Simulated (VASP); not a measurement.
Si3Ag:

```
CELL_PARAMETERS angstrom
-2.54806 2.54806 2.54806
2.54806 -2.54806 2.54806
2.54806 2.54806 -2.54806
ATOMIC_POSITIONS crystal
Si 0.00000 0.50000 0.50000
Si 0.50000 0.00000 0.50000
Si 0.50000 0.50000 0.00000
Ag 0.00000 0.00000 0.00000
```

The cell was built from a structure type or drawn by symmetry, and may not be a known phase.

| Quantity | Value |
| --- | --- |
| Program | VASP 6.6.1 |
| Task | relaxation of cell and atoms |
| Functional | PBE |
| Potentials or basis | VASP PAW PBE potentials, release 64 (Si, Ag) |
| Cutoff | 600 eV |
| k mesh | 6 × 6 × 6 |
| Occupations | gaussian, width 0.1 eV |
| Spin | no spin polarisation |

At the start: pressure 3.1 GPa; volume 16.54 Å³/atom.

Task: How do energy, volume and symmetry change on relaxing?

Result: Over 3 steps the energy falls by 4.7 meV/atom and the volume is 17.05 Å³/atom (+3.0 %); space group Im-3m (No. 229, to 0.1 Å) before and after.

The path:
```csv
step,energy change (eV),largest force (eV/Å),pressure (GPa),volume (Å³)
1,0.0000,0.0000,3.11,66.17
2,-0.0136,0.0000,-1.50,69.30
3,-0.0189,0.0000,0.00,68.18
```

Final structure:
```
CELL_PARAMETERS angstrom
-2.57359 2.57359 2.57359
2.57359 -2.57359 2.57359
2.57359 2.57359 -2.57359
ATOMIC_POSITIONS crystal
Si 0.00000 0.50000 0.50000
Si 0.50000 0.00000 0.50000
Si 0.50000 0.50000 0.00000
Ag 0.00000 0.00000 0.00000
```
